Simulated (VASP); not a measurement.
The system is MgCd5Se6.

```
CELL_PARAMETERS angstrom
4.16497 0.00000 0.00000
-2.08249 3.60697 0.00000
0.00000 0.00000 20.40412
ATOMIC_POSITIONS crystal
Mg 0.00000 0.00000 0.00000
Cd 0.33333 0.66667 0.83333
Cd 0.66667 0.33333 0.66667
Cd 0.00000 0.00000 0.50000
Cd 0.33333 0.66667 0.33333
Cd 0.66667 0.33333 0.16667
Se 0.66667 0.33333 0.91667
Se 0.00000 0.00000 0.75000
Se 0.33333 0.66667 0.58333
Se 0.66667 0.33333 0.41667
Se 0.00000 0.00000 0.25000
Se 0.33333 0.66667 0.08333
```

```yaml
Program: VASP 6.6.1
Task: relaxation of cell and atoms
Functional: PBE
Potentials_or_basis: VASP PAW PBE potentials, release 64 (Mg, Cd, Se)
Cutoff: 600 eV
k_mesh: 6 × 6 × 1
Occupations: gaussian, width 0.1 eV
Spin: no spin polarisation
```

At the start: pressure -4.4 GPa; volume 25.54 Å³/atom.

Q: How do energy, volume and symmetry change on relaxing?

A: Over 12 steps the energy falls by 38.6 meV/atom and the volume is 23.25 Å³/atom (-9.0 %); space group P-3m1 (No. 164, to 0.1 Å) before and after.

Step by step:
```csv
step,energy change (eV),largest force (eV/Å),pressure (GPa),volume (Å³)
1,0.0000,0.3455,-4.41,306.53
2,-0.4091,0.4117,0.76,276.39
3,-0.4155,0.4042,0.09,279.37
4,-0.4297,0.2973,0.08,279.29
5,-0.4484,0.1643,0.07,279.04
6,-0.4531,0.1101,-0.08,279.68
7,-0.4563,0.0750,-0.33,280.79
8,-0.4590,0.0836,-0.13,279.84
9,-0.4600,0.0919,0.06,278.94
10,-0.4600,0.0929,0.08,278.84
11,-0.4611,0.0790,0.07,278.88
12,-0.4634,0.0384,0.04,279.00
```

Final structure:
```
Mg Cd Se
1.0
     4.03482    0.00000    0.00000
    -2.01741    3.49425    0.00000
     0.00000    0.00000   19.78943
Mg Cd Se
1 5 6
Cartesian
  0.0000 0.0000 0.0000
  0.0000 2.3295 16.5664
  2.0174 1.1648 13.2195
  0.0000 0.0000 9.8947
  0.0000 2.3295 6.5699
  2.0174 1.1648 3.2230
  2.0174 1.1648 18.2537
  0.0000 0.0000 14.8951
  0.0000 2.3295 11.5526
  2.0174 1.1648 8.2368
  0.0000 0.0000 4.8944
  0.0000 2.3295 1.5357
```
